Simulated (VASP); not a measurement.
# Ca2Si in VASP: notebook

Runs on Ca2Si. Level: LDA. Tasks: single point.

Program: VASP 6.6.1. These are calculated values, not measurements. Logs are shortened: lines on timing, memory, paths and dates and some standing lists are left out, and cuts for length are marked.

## 1. The cell of the first run

Symmetry: I4/mmm, No. 139, tetragonal system. The conventional cell has a = 5.126 Å, b = 5.126 Å, c = 6.513 Å, α = 90.00°, β = 90.00°, γ = 90.00°. Within 4.0 Å of Ca (site symmetry -4m2) lie 4 Si at 3.04 Å and 6 Ca at 3.26 to 3.62 Å. Within 4.0 Å of Si (site symmetry 4/mmm) lie 8 Ca at 3.04 Å.

## 2. Single point, LDA

INCAR

```
PREC = Accurate
ENCUT = 520
EDIFF = 1E-7
ISMEAR = 0
SIGMA = 0.05
LREAL = F
LASPH = T
NELM = 60
ALGO = Normal
ISIF = 2
LWAVE = F
LCHARG = F
NBANDS = 19
ISYM = 0
```

KPOINTS

```
regular mesh
0
Gamma
  8 8 8
```

POSCAR

```
Ca2Si
1.0
    0.0000000000      3.6242863276      3.2566051060
    3.6242863276      0.0000000000      3.2566051060
    3.6242863276      3.6242863276      0.0000000000
Ca Si
2 1
Direct
    0.7500000000      0.7500000000      0.7500000000
    0.2500000000      0.2500000000      0.2500000000
    0.0000000000      0.0000000000      0.0000000000
```

Potentials or basis: VASP PAW LDA potentials, release 64 (Ca_sv, Si).

On the command line:

```console
$ cat potpaw_LDA.64/Ca_sv/POTCAR potpaw_LDA.64/Si/POTCAR > POTCAR
$ mpirun -np 1 vasp_std > vasp.out
```

OUTCAR:

```text
PREC = Accurate
   ENCUT = 520
   EDIFF = 1E-7
   ISMEAR = 0
   LREAL = F
   LASPH = T
   NELM = 60
   ISIF = 2
   ISYM = 0

 ion  position               nearest neighbor table
   1  0.750  0.750  0.750-   3 3.04   3 3.04   3 3.04   3 3.04
   2  0.250  0.250  0.250-   3 3.04   3 3.04   3 3.04   3 3.04
   3  0.000  0.000  0.000-   1 3.04   1 3.04   1 3.04   1 3.04   2 3.04   2 3.04   2 3.04   2 3.04

IMPORTANT INFORMATION: All symmetrisations will be switched off!
NOSYMM: (Re-)initialisation of all symmetry stuff for point group C_1.

----------------------------------------------------------------------------------------

                                     Primitive cell

  volume of cell :      85.5540

  direct lattice vectors                    reciprocal lattice vectors
     0.000000000  3.624286328  3.256605106    -0.137958195  0.137958195  0.153534120
     3.624286328  0.000000000  3.256605106     0.137958195 -0.137958195  0.153534120
     3.624286328  3.624286328  0.000000000     0.137958195  0.137958195 -0.153534120

  length of vectors
     4.872466337  4.872466337  5.125514878     0.248269316  0.248269316  0.248269316

  position of ions in fractional coordinates (direct lattice)
     0.750000000  0.750000000  0.750000000
     0.250000000  0.250000000  0.250000000
     0.000000000  0.000000000  0.000000000

  ion indices of the primitive-cell ions
   primitive index   ion index
                 1           1
                 2           2
                 3           3

----------------------------------------------------------------------------------------

 KPOINTS: regular mesh

Automatic generation of k-mesh.
 Grid dimensions read from file:
 generate k-points for:    8    8    8

 Generating k-lattice:

  Cartesian coordinates                     Fractional coordinates (reciprocal lattice)
    -0.017244774  0.017244774  0.019191765     0.125000000 -0.000000000  0.000000000
     0.017244774 -0.017244774  0.019191765    -0.000000000  0.125000000  0.000000000
     0.017244774  0.017244774 -0.019191765     0.000000000  0.000000000  0.125000000

  Length of vectors
     0.031033664  0.031033664  0.031033664

  Shift w.r.t. Gamma in fractional coordinates (k-lattice)
     0.000000000  0.000000000  0.000000000

 Subroutine IBZKPT returns following result:
 ===========================================

 Found    260 irreducible k-points:

 Following reciprocal coordinates:
            Coordinates               Weight
  0.000000  0.000000  0.000000      1.000000
  0.125000 -0.000000  0.000000      2.000000
 -0.000000 -0.000000 -0.125000      2.000000
 -0.000000  0.125000  0.000000      2.000000
  0.125000  0.125000  0.125000      2.000000
  0.250000 -0.000000  0.000000      2.000000
[... 16 lines left out ...]
  0.375000  0.125000  0.000000      2.000000
  0.125000  0.125000 -0.250000      2.000000
 [... further k-points ...]
   k-points           NKPTS =    260   k-points in BZ     NKDIM =    260   number of bands    NBANDS=     19
   number of dos      NEDOS =    301   number of ions     NIONS =      3
   total plane-waves  NPLWV =  51840
   dimension x,y,z NGX =    36 NGY =   36 NGZ =   40
   dimension x,y,z NGXF=    72 NGYF=   72 NGZF=   80
   ions per type =               2   1
   NGX,Y,Z   is equivalent  to a cutoff of  12.28, 12.28, 12.97 a.u.
   NGXF,Y,Z  is equivalent  to a cutoff of  24.57, 24.57, 25.95 a.u.
 SYSTEM =  unknown system
   PREC   = accura    normal or accurate (medium, high low for compatibility)
   ISTART =      0    job   : 0-new  1-cont  2-samecut
   ICHARG =      2    charge: 1-file 2-atom 10-const
   ISPIN  =      1    spin polarized calculation?
   LNONCOLLINEAR =      F non collinear calculations
   LSORBIT =      F    spin-orbit coupling
   LASPH  =      T    aspherical Exc in radial PAW
   ENCUT  =  520.0 eV  38.22 Ry    6.18 a.u.   9.06  9.06  9.53*2*pi/ulx,y,z
   NELM   =     60;   NELMIN=  2; NELMDL= -5     # of ELM steps
   EDIFF  = 0.1E-06   stopping-criterion for ELM
   LREAL  =      F    real-space projection
   EDIFFG = 0.1E-05   stopping-criterion for IOM
   NSW    =      0    number of steps for IOM
   IBRION =     -1    ionic relax: 0-MD 1-quasi-New 2-CG
   NFREE  =      0    steps in history (QN), initial steepest desc. (CG)
   ISIF   =      2    stress and relaxation
   ISYM   =      0    0-nonsym 1-usesym 2-fastsym
   POTIM  = 0.5000    time-step for ionic-motion
   TEBEG  =    0.0;   TEEND  =   0.0 temperature during run
   PSTRESS=    0.0 pullay stress
   NELECT =      24.0000    total number of electrons
   NUPDOWN=      -1.0000    fix difference up-down
   EMIN   =  10.00;   EMAX   =-10.00  energy-range for DOS
   EFERMI =   0.00;   METHOD = LEGACY
   ISMEAR =     0;   SIGMA  =   0.05  broadening in eV -4-tet -1-fermi 0-gaus
   EFERMI_NEDOS =   21; number of points for ismear=-14 and -15
   IALGO  =     38    algorithm
   IMIX   =      4    mixing-type and parameters
     AMIX     =   0.40;   BMIX     =  1.00
     AMIX_MAG =   1.60;   BMIX_MAG =  1.00
  volume/ion in A,a.u.               =      28.52       192.45
  Fermi-wavevector in a.u.,A,eV,Ry     =   1.071680  2.025182 15.626271  1.148498
  Thomas-Fermi vector in A             =   2.207428
   LORBIT       =      0    0 simple, 1 ext, 2 COOP (PROOUT), +10 PAW based schemes
   GGA     = CA    functional components
   LHFCALC =     F    Hartree Fock is set to
   AEXX    =    0.0000 exact exchange contribution
   IVDW    =     0    specifies the selected vdW correction
   LEPSILON=     F    determine dielectric tensor
   LRPA    =     F    only Hartree local field effects (RPA)
 non-spin polarized calculation
 Gauss-broadening in eV      SIGMA  =   0.05
  energy-cutoff  :      520.00
  volume of cell :       85.55
 maximum number of plane-waves:      2332
   NGX = 19   NGY = 19   NGZ = 19

 number of electron      24.0000000 magnetization

 Free energy of the ion-electron system (eV)
  ---------------------------------------------------
  ext. energy  EPLUGINS =         0.00000000
  ---------------------------------------------------
  free energy    TOTEN  =       -11.69644525 eV

  energy without entropy =      -11.69634253  energy(sigma->0) =      -11.69639389

 E-fermi :   2.7982     XC(G=0):  -8.9124

 val. band max:        2.7543314293   @ k =   0.5000   0.0000   0.5000
 cond. band min:       2.8419610193   @ k =   0.0000   0.5000   0.5000
 fundamental gap:      0.0876295900
 Fermi energy:         2.7981887410

 k-point     1 :       0.0000    0.0000    0.0000
  band No.  band energies     occupation
      1     -37.5173      2.00000
      2     -37.4408      2.00000
      3     -19.0929      2.00000
      4     -18.8260      2.00000
      5     -18.8260      2.00000
      6     -18.7295      2.00000
[... 11 lines left out ...]
     18       7.6552      0.00000
     19       7.9364      0.00000

 k-point     2 :       0.1250   -0.0000    0.0000
  band No.  band energies     occupation
      1     -37.5144      2.00000
      2     -37.4437      2.00000
      3     -19.0790      2.00000
      4     -18.8237      2.00000
      5     -18.8230      2.00000
      6     -18.7350      2.00000
[... 11 lines left out ...]
     18       7.2593      0.00000
     19       7.8223      0.00000

 k-point     3 :      -0.0000   -0.0000   -0.1250
  band No.  band energies     occupation
      1     -37.5144      2.00000
      2     -37.4437      2.00000
      3     -19.0790      2.00000
      4     -18.8237      2.00000
      5     -18.8230      2.00000
      6     -18.7350      2.00000
[... 11 lines left out ...]
     18       7.2593      0.00000
     19       7.8108      0.00000

 k-point     4 :      -0.0000    0.1250    0.0000
  band No.  band energies     occupation
      1     -37.5144      2.00000
      2     -37.4437      2.00000
      3     -19.0790      2.00000
      4     -18.8237      2.00000
      5     -18.8230      2.00000
      6     -18.7350      2.00000
[... 11 lines left out ...]
     18       7.2593      0.00000
     19       7.8205      0.00000

 k-point     5 :       0.1250    0.1250    0.1250
  band No.  band energies     occupation
      1     -37.5144      2.00000
      2     -37.4437      2.00000
      3     -19.0790      2.00000
      4     -18.8237      2.00000
      5     -18.8230      2.00000
      6     -18.7350      2.00000
[... 11 lines left out ...]
     18       7.2593      0.00000
     19       7.8146      0.00000

 k-point     6 :       0.2500   -0.0000    0.0000
  band No.  band energies     occupation
      1     -37.5059      2.00000
      2     -37.4518      2.00000
      3     -19.0390      2.00000
      4     -18.8167      2.00000
      5     -18.8141      2.00000
      6     -18.7560      2.00000
[... 11 lines left out ...]
     18       6.7841      0.00000
     19       6.9205      0.00000

 k-point     7 :      -0.0000   -0.0000   -0.2500
  band No.  band energies     occupation
      1     -37.5059      2.00000
      2     -37.4518      2.00000
      3     -19.0390      2.00000
      4     -18.8167      2.00000
      5     -18.8141      2.00000
      6     -18.7560      2.00000
[... 11 lines left out ...]
     18       6.7841      0.00000
     19       6.9205      0.00000

 k-point     8 :      -0.0000    0.2500    0.0000
  band No.  band energies     occupation
      1     -37.5059      2.00000
      2     -37.4518      2.00000
      3     -19.0390      2.00000
      4     -18.8167      2.00000
      5     -18.8141      2.00000
      6     -18.7560      2.00000
[... 256 lines left out ...]
 k-point    20 :       0.1250    0.1250   -0.1250
  band No.  band energies     occupation
      1     -37.5009      2.00000
      2     -37.4568      2.00000
      3     -18.9647      2.00000
      4     -18.8413      2.00000
      5     -18.8403      2.00000
      6     -18.8335      2.00000
[... 11 lines left out ...]
     18       6.6817      0.00000
     19       7.3969      0.00000

 k-point    21 :       0.1250    0.2500    0.0000
  band No.  band energies     occupation
      1     -37.5009      2.00000
      2     -37.4568      2.00000
      3     -18.9647      2.00000
      4     -18.8413      2.00000
      5     -18.8403      2.00000
      6     -18.8335      2.00000
[... 11 lines left out ...]
     18       6.6817      0.00000
     19       7.3986      0.00000

 k-point    22 :       0.2500    0.2500    0.1250
  band No.  band energies     occupation
      1     -37.5009      2.00000
      2     -37.4568      2.00000
      3     -18.9647      2.00000
      4     -18.8413      2.00000
      5     -18.8403      2.00000
      6     -18.8335      2.00000
[... 11 lines left out ...]
     18       6.6817      0.00000
     19       7.3988      0.00000

 k-point    23 :       0.3750    0.1250    0.0000
  band No.  band energies     occupation
      1     -37.4884      2.00000
      2     -37.4689      2.00000
      3     -18.9178      2.00000
      4     -18.8873      2.00000
      5     -18.8387      2.00000
      6     -18.8361      2.00000
[... 11 lines left out ...]
     18       6.3897      0.00000
     19       6.9868      0.00000

 k-point    24 :       0.1250    0.1250   -0.2500
  band No.  band energies     occupation
      1     -37.4884      2.00000
      2     -37.4689      2.00000
      3     -18.9178      2.00000
      4     -18.8873      2.00000
      5     -18.8387      2.00000
      6     -18.8361      2.00000
[... 11 lines left out ...]
     18       6.3897      0.00000
     19       6.9850      0.00000

 [... further k-points ...]

------------------------ aborting loop because EDIFF is reached ----------------------------------------

  FORCE on cell =-STRESS in cart. coord.  units (eV):
  Direction    XX          YY          ZZ          XY          YZ          ZX
  --------------------------------------------------------------------------------------
  -------------------------------------------------------------------------------------
  Total       -1.2510439     -1.2510469      2.6131585      0.0001137      0.0000950      0.0000942
  in kB      -23.4284225    -23.4284773     48.9368748      0.0021295      0.0017798      0.0017638
  external PRESSURE =       0.6933250 kB  Pullay stress =       0.0000000 kB

 VOLUME and BASIS-vectors are now :
 -----------------------------------------------------------------------------
  energy-cutoff  :      520.00
  volume of cell :       85.55
      direct lattice vectors                 reciprocal lattice vectors
     0.000000000  3.624286328  3.256605106    -0.137958195  0.137958195  0.153534120
     3.624286328  0.000000000  3.256605106     0.137958195 -0.137958195  0.153534120
     3.624286328  3.624286328  0.000000000     0.137958195  0.137958195 -0.153534120

 POSITION                                       TOTAL-FORCE (eV/Angst)
 -----------------------------------------------------------------------------------
      5.43643      5.43643      4.88491         0.000005      0.000005     -0.000003
      1.81214      1.81214      1.62830        -0.000005     -0.000005      0.000002
      0.00000      0.00000      0.00000        -0.000000     -0.000000      0.000000
 -----------------------------------------------------------------------------------
    total drift:                               -0.000001      0.000000      0.000001

  FREE ENERGIE OF THE ION-ELECTRON SYSTEM (eV)
  ---------------------------------------------------
  free  energy   TOTEN  =       -11.6964452526 eV

  energy  without entropy=      -11.6963425301  energy(sigma->0) =      -11.69639389
```

It took 4 min on 1 thread of Intel Xeon 6975P-C (Granite Rapids), shared host; peak memory 0.48 GiB.

Results:

| Quantity | Value |
| --- | --- |
| Free energy | -11.6964 eV |
| Pressure | 0.1 GPa |
| Band gap on the k mesh | 0.09 eV |

Stress tensor (GPa, compression positive):
```
-2.34  0.00  0.00
 0.00 -2.34  0.00
 0.00  0.00  4.89
```

Levels at points of the mesh, in eV from the valence-band top:
```
           k point  band 8  band 9  band 10  band 11  band 12  band 13  band 14  band 15  band 16  band 17
(0.00, 0.00, 0.00)  -21.44   -6.94    -0.86    -0.86    -0.52     1.23     1.36     1.91     4.54     4.90
(0.50, 0.00, 0.00)  -21.53   -6.16    -2.23    -0.56    -0.16     1.92     2.16     2.65     2.76     3.29
(0.00, 0.00, 0.50)  -21.53   -6.16    -2.23    -0.56    -0.16     1.92     2.16     2.65     2.76     3.29
(0.00, 0.50, 0.00)  -21.53   -6.16    -2.23    -0.56    -0.16     1.92     2.16     2.65     2.76     3.29
(0.50, 0.50, 0.50)  -21.53   -6.16    -2.23    -0.56    -0.16     1.92     2.16     2.65     2.76     3.29
(0.50, 0.50, 0.00)  -21.42   -5.88    -1.98    -0.50    -0.50     0.37     0.96     2.56     3.28     3.28
(0.50, 0.00, 0.50)  -21.42   -5.96    -2.44    -0.14     0.00     0.09     1.59     2.04     3.30     3.65
(0.00, 0.50, 0.50)  -21.42   -5.96    -2.44    -0.14     0.00     0.09     1.59     2.04     3.30     3.65
```

(Part 1 of 3 ends here.)
